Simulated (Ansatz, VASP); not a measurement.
**SiC: VASP beside Ansatz**

```
CELL_PARAMETERS angstrom
4.35629 0.00000 0.00000
0.00000 2.17814 -2.17814
0.43563 6.31662 6.75225
ATOMIC_POSITIONS crystal
Si 0.97500 0.02500 0.24998
Si 0.45833 0.54166 0.41665
Si 0.94167 0.05833 0.58332
Si 0.42500 0.57500 0.74998
Si 0.90834 0.09166 0.91665
Si 0.49167 0.50833 0.08332
C 0.70834 0.04167 0.41665
C 0.19167 0.55833 0.58332
C 0.67500 0.07500 0.74998
C 0.15834 0.59166 0.91665
C 0.74167 0.00833 0.08332
C 0.22500 0.52500 0.24998
```

Alike in both runs: task single point; functional r2SCAN; k mesh 6 × 9 × 3; occupations gaussian, width 0.05 eV; no spin polarisation.

|  | VASP | Ansatz |
| --- | --- | --- |
| version | VASP 6.6.1 | Ansatz 0.2.0 |
| potentials or method | VASP PAW PBE potentials, release 64 (Si, C), cutoff 520 eV | scalar-relativistic, plane waves, PAW |
| valence electrons in the cell | 48 | 48 |

```csv
,VASP,Ansatz,Ansatz less VASP
gap on the k mesh at the Fermi level (eV),0.85,0.84,-0.008
least direct gap on the mesh (eV),1.29,1.28,-0.011
pressure (GPa),2.3,2.5,+0.19
"traceless stress, the component that is largest in VASP (GPa)",-8.74,-8.69,+0.050
rms of the force components (eV/Å),1.347,1.352,+0.0047
```

VASP's potentials were made for PBE, not for r2SCAN. Atom by atom the forces differ by 0.008 eV/Å (rms over components). The functional is the same, so the differences come from potentials, cutoffs and numerics.
